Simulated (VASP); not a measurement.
Here is a VASP 6.6.1 calculation.

The input INCAR:

```
PREC     = Accurate       # precision mode
ENCUT    = 540            # plane-wave cutoff, eV
EDIFF    = 1E-7           # SCF threshold, eV
ISMEAR   = -1             # smearing method
SIGMA    = 0.05           # smearing width, eV
LREAL    = False          # projectors in reciprocal space
LASPH    = True           # aspherical terms in the spheres
NELM     = 120            # most SCF steps
ALGO     = Normal         # electronic algorithm
ISIF     = 3              # what is computed and relaxed
LWAVE    = False          # write WAVECAR
LCHARG   = False          # write CHGCAR
GGA      = RP             # functional
IVDW     = 13             # dispersion correction
IBRION   = 2              # ionic algorithm
NSW      = 60             # ionic steps
EDIFFG   = -0.01          # ionic threshold
GGA_COMPAT= False        
NELMIN   = 4
```

File KPOINTS:

```
Automatic mesh
0
Gamma
  8 8 8
```

File POSCAR:

```
CdS
1.0
    0.0000000000      2.7532440000      2.7532440000
    2.7532440000      0.0000000000      2.7532440000
    2.7532440000      2.7532440000      0.0000000000
Cd S
1 1
Direct
    0.0000000000      0.0000000000      0.0000000000
    0.5000000000      0.5000000000      0.5000000000
```

Potentials or basis: VASP PAW PBE potentials, release 64 (Cd_sv_GW, S).

Command:

```bash
$ cat potpaw_PBE.64/Cd_sv_GW/POTCAR potpaw_PBE.64/S/POTCAR > POTCAR
$ mpirun -np 1 vasp_std > vasp.out
```

Question: Predict the band gap on the k mesh.

Answer: 0.37 eV, indirect (least direct gap 2.14 eV).

Question: What does it give for the space group after relaxing (to 0.05 Å)?

Answer: Fm-3m (No. 225).

Question: What does it give for the relaxed volume?

Answer: 19.52 Å³/atom.

Question: What does it give for the dispersion energy per atom?

Answer: -0.822 eV.

Step by step:
| step | energy change (eV) | largest force (eV/Å) | pressure (GPa) | volume (Å³) |
| --- | --- | --- | --- | --- |
| 1 | 0.0000 | 0.0000 | -5.23 | 41.74 |
| 2 | -0.0347 | 0.0000 | 3.24 | 37.76 |
| 3 | -0.0471 | 0.0000 | 0.00 | 39.03 |

Caveat: the PAW data sets were made with another functional, which shifts forces and pressure a little. A k mesh can miss the band edges.
